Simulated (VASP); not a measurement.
Runs of VASP 6.6.1 on ZrO2 (Cubic zirconia). It takes space group Fm-3m (No. 225, cubic). Conventional cell: a = 5.070 Å, b = 5.070 Å, c = 5.070 Å, α = 90.00°, β = 90.00°, γ = 90.00°. Zr (site symmetry m-3m) has 8 O at 2.20 Å within 2.9 Å. Within 2.9 Å of O (site symmetry -43m) lie 4 Zr at 2.20 Å and 6 O at 2.53 Å. 

```csv
k mesh,gap on the mesh (eV),pressure (GPa)
7 × 7 × 7,(a),6.9
4 × 4 × 4,3.39,6.8
3 × 3 × 3,3.92,6.8
5 × 5 × 5,3.58,6.9
```

Alike in all rows: task single point; level PBE; potentials or basis VASP PAW PBE potentials, release 64 (Zr_sv, O); no spin polarisation; cell as given; cutoff (eV) 600; smearing gaussian 0.01 eV.

Q: Estimate the missing entries.

A: (a) 3.48.

Caveats: some runs use coarse meshes.

A k mesh can miss the band edges, and the runs leave out spin-orbit coupling on Zr.
